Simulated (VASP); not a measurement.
Crystal: KSb2O5.

```
K Sb O
1.0
     6.72767    0.00000    0.00000
    -3.36384    5.82634    0.00000
     0.00000    0.00000    3.88740
K Sb O
1 2 5
Cartesian
  0.0000 0.0000 0.0000
  0.0000 3.8842 1.9437
  3.3638 1.9421 1.9437
  0.0000 3.8842 0.0000
  -1.6819 2.9132 1.9437
  1.6819 2.9132 1.9437
  3.3638 0.0000 1.9437
  3.3638 1.9421 0.0000
```

The cell was built from a structure type or drawn by symmetry, and may not be a known phase.

| Quantity | Value |
| --- | --- |
| Program | VASP 6.6.1 |
| Task | relaxation of cell and atoms |
| Functional | PBE |
| Potentials or basis | VASP PAW PBE potentials, release 64 (K_sv, Sb, O) |
| Cutoff | 600 eV |
| k mesh | 3 × 3 × 4 |
| Occupations | gaussian, width 0.1 eV |
| Spin | no spin polarisation |

At the start: pressure 7.1 GPa; volume 19.05 Å³/atom.

Task: Where does the relaxation end?

Result: Over 5 steps the energy falls by 29.6 meV/atom and the volume is 20.32 Å³/atom (+6.7 %); space group P6/mmm (No. 191, to 0.1 Å) before and after.

Step by step:
| step | energy change (eV) | largest force (eV/Å) | pressure (GPa) | volume (Å³) |
| --- | --- | --- | --- | --- |
| 1 | 0.0000 | 0.0000 | 7.06 | 152.38 |
| 2 | -0.0796 | 0.0000 | -4.35 | 171.58 |
| 3 | -0.2364 | 0.0000 | 0.07 | 162.41 |
| 4 | -0.2364 | 0.0000 | 0.19 | 162.21 |
| 5 | -0.2370 | 0.0000 | 0.03 | 162.56 |

Final structure:
```cif
data_structure
_symmetry_space_group_name_H-M 'P 1'
_symmetry_Int_Tables_number 1
_cell_length_a 6.8427
_cell_length_b 6.8427
_cell_length_c 4.0089
_cell_angle_alpha 90.000
_cell_angle_beta 90.000
_cell_angle_gamma 120.000
_cell_volume 162.56
loop_
_atom_site_label
_atom_site_type_symbol
_atom_site_fract_x
_atom_site_fract_y
_atom_site_fract_z
_atom_site_occupancy
K1 K 0.00000 0.00000 0.00000 1
Sb1 Sb 0.33333 0.66667 0.50000 1
Sb2 Sb 0.66667 0.33333 0.50000 1
O1 O 0.33333 0.66667 0.00000 1
O2 O 0.00000 0.50000 0.50000 1
O3 O 0.50000 0.50000 0.50000 1
O4 O 0.50000 0.00000 0.50000 1
O5 O 0.66667 0.33333 0.00000 1
```

Caveat: the k points lie up to 0.39 Å⁻¹ apart in the final cell, too coarse for converged energies and pressures of a metal; an odd number of electrons without spin polarisation forces a metal; a magnetic or distorted state may lie lower.
